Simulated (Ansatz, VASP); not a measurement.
# SnH3: VASP beside Ansatz

```
H Sn
1.0
     4.83494    0.00000    0.00000
     0.00000    3.87265    0.00000
     0.00000    0.00000    4.20003
H Sn
6 2
Direct
  0.00000 0.25000 0.66310
  0.50000 0.25000 0.66310
  0.50000 0.75000 0.33690
  0.00000 0.75000 0.33690
  0.25000 0.75000 0.82770
  0.75000 0.25000 0.17230
  0.25000 0.25000 0.16870
  0.75000 0.75000 0.83130
```

Alike in both runs: task single point; functional r2SCAN; k mesh 6 × 8 × 7; no spin polarisation.

```csv
,VASP,Ansatz
version,VASP 6.6.1,Ansatz 0.2.0
potentials or method,"VASP PAW PBE potentials, release 64 (H, Sn_d), cutoff 550 eV",PAW plane waves
occupations,"fermi-dirac, width 0.1 eV",fermi-dirac
valence electrons in the cell,34,34
```

Ansatz gave:

| Item | Value |
| --- | --- |
| pressure (GPa) | -7.2 |
| traceless stress, the component that is largest in VASP (GPa) | -2.29 |
| rms of the force components (eV/Å) | 0.228 |

Estimate VASP's values.

pressure (GPa): -7.2; traceless stress, the component that is largest in VASP (GPa): -2.29; rms of the force components (eV/Å): 0.227.

VASP's potentials were made for PBE, not for r2SCAN. Atom by atom the forces differ by 0.001 eV/Å (rms over components).
